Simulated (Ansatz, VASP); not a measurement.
BeZn2Se3: VASP beside Ansatz

```
Be Zn Se
1.0
     3.90524    0.00000    0.00000
     0.00000   -7.81048    0.00000
    -1.95262    1.95262   -8.40483
Be Zn Se
2 4 6
Direct
  0.50000 0.75000 0.00000
  0.50000 0.25000 0.00000
  0.16136 0.58068 0.32272
  0.16136 0.08068 0.32272
  0.83864 0.91932 0.67728
  0.83864 0.41932 0.67728
  0.07190 0.78595 0.14381
  0.07190 0.28595 0.14381
  0.42810 0.96405 0.85619
  0.42810 0.46405 0.85619
  0.75000 0.62500 0.50000
  0.75000 0.12500 0.50000
```

Alike in both runs: task single point; functional PBE; k mesh 4 × 2 × 4; occupations gaussian, width 0.1 eV; no spin polarisation.

|  | VASP | Ansatz |
| --- | --- | --- |
| version | VASP 6.6.1 | Ansatz 0.2.0 |
| potentials or method | VASP PAW PBE potentials, release 64 (Be, Zn, Se), cutoff 520 eV | scalar-relativistic, plane waves, PAW |
| valence electrons in the cell | 88 | 148 |

|  | VASP | Ansatz | Ansatz less VASP |
| --- | --- | --- | --- |
| gap on the k mesh at the Fermi level (eV) | 1.83 | 1.82 | -0.002 |
| least direct gap on the mesh (eV) | 1.83 | 1.82 | -0.002 |
| pressure (GPa) | 0.3 | 0.1 | -0.20 |
| traceless stress, the component that is largest in VASP (GPa) | -0.29 | -0.29 | -0.005 |
| rms of the force components (eV/Å) | 0.009 | 0.005 | -0.0040 |

Atom by atom the forces differ by 0.004 eV/Å (rms over components). VASP's potentials hold 88 valence electrons a cell and Ansatz's 148, so a difference there can come from the potentials and not from the codes.
